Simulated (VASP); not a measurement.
# Ti (I4_1/amd) in VASP: further runs

Runs on Ti. Level: PBEsol. Tasks: relaxation of cell and atoms.

Program: VASP 6.6.1. These are calculated values, not measurements. Logs are shortened: lines on timing, memory, paths and dates and some standing lists are left out, and cuts for length are marked.

## 1. The cell of the first run

It takes space group I4_1/amd (No. 141, tetragonal). Conventional cell: a = 4.706 Å, b = 4.706 Å, c = 2.700 Å, α = 90.00°, β = 90.00°, γ = 90.00°. Within 3.2 Å of Ti (site symmetry -4m2) lie 10 Ti at 2.45 to 3.10 Å.

## 2. Relaxation of cell and atoms, PBEsol, target pressure 13 GPa, at which the enthalpy is minimised

INCAR

```
PREC = Accurate
ENCUT = 600
EDIFF = 1E-6
ISMEAR = -1
SIGMA = 0.05
LREAL = F
LASPH = T
NELM = 60
ALGO = Normal
ISIF = 3
LWAVE = F
LCHARG = F
GGA = PS
IBRION = 2
NSW = 32
EDIFFG = -0.005
PSTRESS = 130.0
```

KPOINTS

```
Automatic mesh
0
Gamma
  16 16 16
```

POSCAR

```
Ti
1.0
   -2.3532192042      2.3532192042      1.3500665897
    2.3532192042     -2.3532192042      1.3500665897
    2.3532192042      2.3532192042     -1.3500665897
Ti
2
Direct
   -0.3750000000     -0.1250000000     -0.2500000000
    0.3750000000      0.1250000000      0.2500000000
```

Potentials or basis: VASP PAW PBE potentials, release 64 (Ti_sv).

Launch:

```console
cat potpaw_PBE.64/Ti_sv/POTCAR > POTCAR
mpirun -np 1 vasp_std > vasp.out
```

OUTCAR:

```text
PREC = Accurate
   ENCUT = 600
   EDIFF = 1E-6
   ISMEAR = -1
   LREAL = F
   LASPH = T
   NELM = 60
   ISIF = 3
   GGA = PS
   IBRION = 2
   NSW = 32
   EDIFFG = -0.005
   PSTRESS = 130.0

 ion  position               nearest neighbor table
   1  0.625  0.875  0.750-   2 2.45   2 2.45   2 2.45   2 2.45
   2  0.375  0.125  0.250-   1 2.45   1 2.45   1 2.45   1 2.45

  LATTYP: Found a body centered tetragonal cell.
 ALAT       =     4.7064384084
 C/A-ratio  =     0.5737105100

  Lattice vectors:

 A1 = (  -2.3532192042,   2.3532192042,   1.3500665897)
 A2 = (   2.3532192042,  -2.3532192042,   1.3500665897)
 A3 = (   2.3532192042,   2.3532192042,  -1.3500665897)

Analysis of symmetry for initial positions (statically):
=====================================================================
 Subroutine PRICEL returns:
 Original cell was already a primitive cell.

 Routine SETGRP: Setting up the symmetry group for a
 body centered tetragonal supercell.

 Subroutine GETGRP returns: Found 16 space group operations
 (whereof  4 operations were pure point group operations)
 out of a pool of 16 trial point group operations.

The static configuration has the point symmetry C_2h.
 The point group associated with its full space group is D_4h.

Analysis of symmetry for dynamics (positions and initial velocities):
=====================================================================
 Subroutine PRICEL returns:
 Original cell was already a primitive cell.

 Routine SETGRP: Setting up the symmetry group for a
 body centered tetragonal supercell.

 Subroutine GETGRP returns: Found 16 space group operations
 (whereof  4 operations were pure point group operations)
 out of a pool of 16 trial point group operations.

The dynamic configuration has the point symmetry C_2h.
 The point group associated with its full space group is D_4h.

 Subroutine INISYM returns: Found 16 space group operations
 (whereof  4 operations are pure point group operations),
 and found     1 'primitive' translations

[... 149 lines left out ...]
  --------------------------------------------------------------------------------------
  -------------------------------------------------------------------------------------
  Total        2.4234949      2.4234949      2.3698113     -0.0000000     -0.0000000     -0.0000000
  in kB      129.8412688    129.8412688    126.9651136     -0.0000000     -0.0000000     -0.0000000
  external PRESSURE =      -1.1174496 kB  Pullay stress =     130.0000000 kB

 VOLUME and BASIS-vectors are now :
 -----------------------------------------------------------------------------
  energy-cutoff  :      600.00
  volume of cell :       29.90
      direct lattice vectors                 reciprocal lattice vectors
    -2.353219204  2.353219204  1.350066590     0.000000000  0.212474894  0.370352102
     2.353219204 -2.353219204  1.350066590     0.212474894  0.000000000  0.370352102
     2.353219204  2.353219204 -1.350066590     0.212474894  0.212474894  0.000000000

 POSITION                                       TOTAL-FORCE (eV/Angst)
 -----------------------------------------------------------------------------------
      2.35322      1.17661      1.01255         0.000000      0.000000     -0.000000
      0.00000      1.17661      0.33752        -0.000000     -0.000000      0.000000
 -----------------------------------------------------------------------------------
    total drift:                                0.000000     -0.000000      0.000000

  FREE ENERGIE OF THE ION-ELECTRON SYSTEM (eV)
  ---------------------------------------------------
  free  energy   TOTEN  =       -15.7254660462 eV

  energy  without entropy=      -15.7012427413  energy(sigma->0) =      -15.71335439

  enthalpy is  TOTEN    =       -13.2990083786 eV   P V=        2.4264576676

--------------------------------------- Ionic step        2  -------------------------------------------

 number of electron      23.9999997 magnetization

 Free energy of the ion-electron system (eV)
  ---------------------------------------------------
  ext. energy  EPLUGINS =         0.00000000
  ---------------------------------------------------
  free energy    TOTEN  =       -15.72184603 eV

  energy without entropy =      -15.69755579  energy(sigma->0) =      -15.70970091

 E-fermi :   9.5105     XC(G=0): -12.3302

 val. band max:        9.5099853277   @ k =  -0.3125   0.3750   0.1250
 cond. band min:       9.5137786800   @ k =  -0.4375   0.4375   0.3125
 fundamental gap:      0.0037933524
 Fermi energy:         9.5105225573

 k-point     1 :       0.0000    0.0000    0.0000
  band No.  band energies     occupation
      1     -46.6244      2.00000
      2     -46.0546      2.00000
      3     -23.4024      2.00000
      4     -23.4024      2.00000
      5     -22.3069      2.00000
      6     -22.2848      2.00000
[... 433 lines left out ...]
      3     -23.3932      2.00000
      4     -23.3928      2.00000
      5     -22.3210      2.00000
      6     -22.2831      2.00000
[... 8 lines left out ...]
     15      12.3399      0.00000
     16      12.3936      0.00000

 [... further k-points ...]
[... 5 lines left out ...]
  --------------------------------------------------------------------------------------
  -------------------------------------------------------------------------------------
  Total        2.4299860      2.4299860      2.4237481     -0.0000000     -0.0000000     -0.0000000
  in kB      130.3857997    130.3857997    130.0510934     -0.0000000     -0.0000000     -0.0000000
  external PRESSURE =       0.2742309 kB  Pullay stress =     130.0000000 kB

 VOLUME and BASIS-vectors are now :
 -----------------------------------------------------------------------------
  energy-cutoff  :      600.00
  volume of cell :       29.86
      direct lattice vectors                 reciprocal lattice vectors
    -2.353051032  2.353051032  1.348221879     0.000000000  0.212490079  0.370858838
     2.353051032 -2.353051032  1.348221879     0.212490079  0.000000000  0.370858838
     2.353051032  2.353051032 -1.348221879     0.212490079  0.212490079  0.000000000

 POSITION                                       TOTAL-FORCE (eV/Angst)
 -----------------------------------------------------------------------------------
      2.35305      1.17653      1.01117         0.000000     -0.000000      0.000000
      0.00000      1.17653      0.33706        -0.000000      0.000000     -0.000000
 -----------------------------------------------------------------------------------
    total drift:                                0.000000     -0.000000      0.000000

  FREE ENERGIE OF THE ION-ELECTRON SYSTEM (eV)
  ---------------------------------------------------
  free  energy   TOTEN  =       -15.7218460321 eV

  energy  without entropy=      -15.6975557894  energy(sigma->0) =      -15.70970091

  enthalpy is  TOTEN    =       -13.2990501661 eV   P V=        2.4227958660

 reached required accuracy - stopping structural energy minimisation
```

It took 2.6 min on 1 thread of Intel Xeon 6975P-C (Granite Rapids), shared host; peak memory 0.31 GiB.

Results:

```yaml
Free_energy: -15.7218 eV
Relaxed_volume: 14.93 Å³/atom
Relaxed_cell: a = 3.590 Å, b = 3.590 Å, c = 3.590 Å, α = 98.11°, β = 98.11°, γ = 135.89°
Space_group_after_relaxing_to_0.1_Å: I4_1/amd (No. 141)
Energy_change_on_relaxing_the_run_minimises_the_enthalpy: +1.8 meV/atom
Ionic_steps: 2
Pressure_after_relaxing: 13.0 GPa
Band_gap_on_the_k_mesh: zero (bands 12 and 13 overlap by 1.01 eV)
```

The path:
```
step  energy change (eV)  largest force (eV/Å)  pressure (GPa)  volume (Å³)
   1              0.0000                0.0000           12.89        29.90
   2              0.0036                0.0000           13.03        29.86
```

Final structure:
```yaml
crystal:
  lattice:
    - [-2.35305, 2.35305, 1.34822]
    - [2.35305, -2.35305, 1.34822]
    - [2.35305, 2.35305, -1.34822]
  atoms:
    - { symbol: Ti, position: [0.62500, 0.87500, 0.75000] }
    - { symbol: Ti, position: [0.37500, 0.12500, 0.25000] }
```

Caveat: the cell is relaxed towards a set pressure, so the run minimises the enthalpy, not the energy; the PAW data sets were made with another functional, which shifts forces and pressure a little.

(Part 1 of 2 ends here.)
